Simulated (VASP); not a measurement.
# As (R-3m) in VASP: further runs, part 2 of 2

VASP 6.6.1. Earlier steps stand in the parts before.

## (3) Single point, r2SCAN

This run uses another cell than the first one: it holds 12 atoms, not 2.

File POSCAR:

```
As
1.0
    4.2032350328      2.4267388776      4.7243024226
   -4.2032350328      2.4267388776      4.7243024226
    0.0000000000     -4.8534777553      4.7243024226
As
12
Direct
    0.0362170253      0.6486544027      0.0362170253
    0.0362170253      0.0362170253      0.6486544027
    0.6486544027      0.0362170253      0.0362170253
    0.9637829747      0.3513455973      0.9637829747
    0.3513455973      0.9637829747      0.9637829747
    0.9637829747      0.9637829747      0.3513455973
    0.2799256057      0.5883066523      0.2799256057
    0.2799256057      0.2799256057      0.5883066523
    0.5883066523      0.2799256057      0.2799256057
    0.7200743943      0.4116933477      0.7200743943
    0.4116933477      0.7200743943      0.7200743943
    0.7200743943      0.7200743943      0.4116933477
```

File INCAR.step1:

```
SYSTEM = As
  PREC = Accurate
  ENCUT = 520
  ISMEAR = 0
  SIGMA = 0.1
  LREAL = .False.
  LASPH = .True.
  NELM = 60
  NBANDS = 42
  GGA = PE
  ALGO = Normal
  EDIFF = 1E-4
  LWAVE = .True.
  LCHARG = .False.
```

File INCAR.step2:

```
SYSTEM = As
  PREC = Accurate
  ENCUT = 520
  EDIFF = 1E-6
  ISMEAR = 0
  SIGMA = 0.1
  LREAL = .False.
  LASPH = .True.
  NELM = 60
  ALGO = Normal
  ISIF = 2
  LWAVE = .False.
  LCHARG = .False.
  METAGGA = R2SCAN
  LMIXTAU = .True.
  NBANDS = 42
  ISTART = 1
```

File KPOINTS:

```
Automatic mesh
0
Gamma
  6 6 6
  0 0 0
```

Potentials or basis: VASP PAW PBE potentials, release 64 (As).

The run is started by

```sh
cat potpaw_PBE.64/As/POTCAR > POTCAR
cp INCAR.step1 INCAR
mpirun -np 1 vasp_std > vasp.out
cp INCAR.step2 INCAR
mpirun -np 1 vasp_std > vasp.out
```

OUTCAR:

```text
SYSTEM = As
   PREC = Accurate
   ENCUT = 520
   EDIFF = 1E-6
   ISMEAR = 0
   LREAL = .False.
   LASPH = .True.
   NELM = 60
   ISIF = 2
   METAGGA = R2SCAN
   ISTART = 1

 ion  position               nearest neighbor table
   1  0.036  0.649  0.036-   4 2.36   7 2.50
   2  0.036  0.036  0.649-   6 2.36   8 2.50
   3  0.649  0.036  0.036-   5 2.36   9 2.50
   4  0.964  0.351  0.964-   1 2.36  10 2.50
   5  0.351  0.964  0.964-   3 2.36  11 2.50
   6  0.964  0.964  0.351-   2 2.36  12 2.50
   7  0.280  0.588  0.280-   1 2.50   8 2.59   9 2.59
   8  0.280  0.280  0.588-   2 2.50   7 2.59   9 2.59
   9  0.588  0.280  0.280-   3 2.50   8 2.59   7 2.59
  10  0.720  0.412  0.720-   4 2.50  12 2.59  11 2.59
  11  0.412  0.720  0.720-   5 2.50  12 2.59  10 2.59
  12  0.720  0.720  0.412-   6 2.50  10 2.59  11 2.59

  LATTYP: Found a trigonal (rhomboedric) cell.
 ALAT       =     6.7731292400
 COS(alpha) =     0.2297732088

  Lattice vectors:

 A1 = (   4.2032350328,   2.4267388776,   4.7243024226)
 A2 = (  -4.2032350328,   2.4267388776,   4.7243024226)
 A3 = (   0.0000000000,  -4.8534777553,   4.7243024226)

Analysis of symmetry for initial positions (statically):
=====================================================================
 Subroutine PRICEL returns:
 Original cell was already a primitive cell.

 Routine SETGRP: Setting up the symmetry group for a
 trigonal (rhombohedral) supercell.

 Subroutine GETGRP returns: Found 12 space group operations
 (whereof 12 operations were pure point group operations)
 out of a pool of 12 trial point group operations.

The static configuration has the point symmetry D_3d.

Analysis of symmetry for dynamics (positions and initial velocities):
=====================================================================
 Subroutine PRICEL returns:
 Original cell was already a primitive cell.
[... 151 lines left out ...]
  Thomas-Fermi vector in A             =   2.099265
   LORBIT       =      0    0 simple, 1 ext, 2 COOP (PROOUT), +10 PAW based schemes
   METAGGA = R2SCAN    functional components
   LHFCALC =     F    Hartree Fock is set to
   AEXX    =    0.0000 exact exchange contribution
   IVDW    =     0    specifies the selected vdW correction
   LEPSILON=     F    determine dielectric tensor
   LRPA    =     F    only Hartree local field effects (RPA)
 non-spin polarized calculation
 Gauss-broadening in eV      SIGMA  =   0.10
  energy-cutoff  :      520.00
  volume of cell :      289.13
 maximum number of plane-waves:      7813
   NGX = 25   NGY = 25   NGZ = 25

 number of electron      59.9999995 magnetization

 Free energy of the ion-electron system (eV)
  ---------------------------------------------------
  ext. energy  EPLUGINS =         0.00000000
  ---------------------------------------------------
  free energy    TOTEN  =      -171.69300292 eV

  energy without entropy =     -171.66987582  energy(sigma->0) =     -171.68143937

 E-fermi :   3.8301     XC(G=0):  -9.8198

 val. band max:        3.7826256426   @ k =   0.1667   0.0000   0.0000
 cond. band min:       3.8503183228   @ k =  -0.3333   0.3333   0.0000
 fundamental gap:      0.0676926802
 Fermi energy:         3.8301204164

 k-point     1 :       0.0000    0.0000    0.0000
  band No.  band energies     occupation
      1     -11.1628      2.00000
      2      -9.0393      2.00000
      3      -8.7996      2.00000
      4      -8.7996      2.00000
      5      -8.4083      2.00000
      6      -8.4083      2.00000
[... 1069 lines left out ...]
     41       6.9302      0.00000
     42       7.3192      0.00000

 [... further k-points ...]
[... 5 lines left out ...]
  --------------------------------------------------------------------------------------
  -------------------------------------------------------------------------------------
  Total        0.0093315      0.0093315      0.1737033      0.0000000     -0.0000000      0.0000000
  in kB        0.0517091      0.0517091      0.9625491      0.0000000     -0.0000000      0.0000000
  external PRESSURE =       0.3553224 kB  Pullay stress =       0.0000000 kB

 VOLUME and BASIS-vectors are now :
 -----------------------------------------------------------------------------
  energy-cutoff  :      520.00
  volume of cell :      289.13
      direct lattice vectors                 reciprocal lattice vectors
     4.203235033  2.426738878  4.724302423     0.118955994  0.068679275  0.070557154
    -4.203235033  2.426738878  4.724302423    -0.118955994  0.068679275  0.070557154
     0.000000000 -4.853477755  4.724302423     0.000000000 -0.137358550  0.070557154

 POSITION                                       TOTAL-FORCE (eV/Angst)
 -----------------------------------------------------------------------------------
     -2.57422      1.48623      3.40664        -0.027664      0.015972      0.012274
      0.00000     -2.97245      3.40664        -0.000000     -0.031944      0.012274
      2.57422      1.48623      3.40664         0.027664      0.015972      0.012274
      2.57422     -1.48623     10.76627         0.027664     -0.015972     -0.012274
     -2.57422     -1.48623     10.76627        -0.027664     -0.015972     -0.012274
      0.00000      2.97245     10.76627        -0.000000      0.031944     -0.012274
     -1.29620      0.74836      5.42424        -0.004051      0.002339      0.015493
      0.00000     -1.49672      5.42424        -0.000000     -0.004677      0.015493
      1.29620      0.74836      5.42424         0.004051      0.002339      0.015493
      1.29620     -0.74836      8.74866         0.004051     -0.002339     -0.015493
     -1.29620     -0.74836      8.74866        -0.004051     -0.002339     -0.015493
      0.00000      1.49672      8.74866        -0.000000      0.004677     -0.015493
 -----------------------------------------------------------------------------------
    total drift:                               -0.000000      0.000000      0.000000

  FREE ENERGIE OF THE ION-ELECTRON SYSTEM (eV)
  ---------------------------------------------------
  free  energy   TOTEN  =      -171.6930029176 eV

  energy  without entropy=     -171.6698758159  energy(sigma->0) =     -171.68143937
```

Wall time 18 min (1 thread of Intel Xeon Platinum 8488C (Sapphire Rapids), shared host); peak memory 0.52 GiB.

What came out:

```
Free energy            : -171.6930 eV
Pressure               : 0.0 GPa
Largest force          : 0.034 eV/Å
Band gap on the k mesh : zero (band 30 reaches 4.07 eV, above the bottom of band 31 at 2.39 eV)
```

Forces in eV/Å, atoms in the order of the input:
```
As  -0.028  0.016  0.012
As   0.000 -0.032  0.012
As   0.028  0.016  0.012
As   0.028 -0.016 -0.012
As  -0.028 -0.016 -0.012
As   0.000  0.032 -0.012
As  -0.004  0.002  0.015
As   0.000 -0.005  0.015
As   0.004  0.002  0.015
As   0.004 -0.002 -0.015
As  -0.004 -0.002 -0.015
As   0.000  0.005 -0.015
```

Caveat: the PAW data sets were made with another functional, which shifts forces and pressure a little.
